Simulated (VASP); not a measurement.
Write the native input for VASP 6.6.1 that does the following.

* Task: single point
* Functional: PBEsol
* Potentials or basis: VASP PAW PBE potentials, release 64 (Cd)
* Cutoff: 520 eV
* k mesh: 18 × 18 × 8
* Occupations: gaussian, width 0.15 eV
* Spin: no spin polarisation
* Dipole correction: no
* Further INCAR settings: ALGO = Fast; EDIFF = 1e-06; NBANDS = 19

The structure of Cd lies in POSCAR:

```
Cd
1.0
    2.9788725081      0.0000000000      0.0000000000
   -1.4894362540      2.6184759556      0.0000000000
    0.0000000000      0.0000000000      5.6176500000
Cd
2
Direct
    0.3333333333      0.6666666667      0.2500000000
    0.6666666667      0.3333333333      0.7500000000
```

This cell differs from its parent crystal: strain +0.0150 x Voigt [0, 1, 0, 0, 0, 0].

The input as run:

INCAR

```
SYSTEM = Cd
PREC     = Accurate       ! precision mode
ENCUT    = 520            ! plane-wave cutoff, eV
EDIFF    = 1E-6           ! SCF threshold, eV
ISMEAR   = 0              ! smearing method
SIGMA    = 0.15           ! smearing width, eV
LREAL    = .FALSE.        ! projectors in reciprocal space
LASPH    = .TRUE.         ! aspherical terms in the spheres
NELM     = 100            ! most SCF steps
ALGO     = Fast           ! electronic algorithm
ISIF     = 2              ! what is computed and relaxed
LWAVE    = .FALSE.        ! write WAVECAR
LCHARG   = .FALSE.        ! write CHGCAR
GGA      = PS             ! functional
NBANDS   = 19             ! bands
```

KPOINTS

```
Automatic mesh
0
G
  18 18 8
  0 0 0
```

Potentials or basis: VASP PAW PBE potentials, release 64 (Cd).

Run with:

```bash
$ cat potpaw_PBE.64/Cd/POTCAR > POTCAR
$ mpirun -np 1 vasp_std > vasp.out
```

It gave:

```json
{"Pressure": "-2.0 GPa", "Largest force": "0.011 eV/Å", "Band gap on the k mesh": "zero (bands 12 and 13 overlap by 4.40 eV)"}
```

Caveat: the cell differs from its parent crystal (strain +0.0150 x Voigt [0, 1, 0, 0, 0, 0]); the PAW data sets were made with another functional, which shifts forces and pressure a little.

Wall time 4.7 min on 1 thread of Intel Xeon 8259CL, with other jobs on the host, peak memory 0.4 GiB.
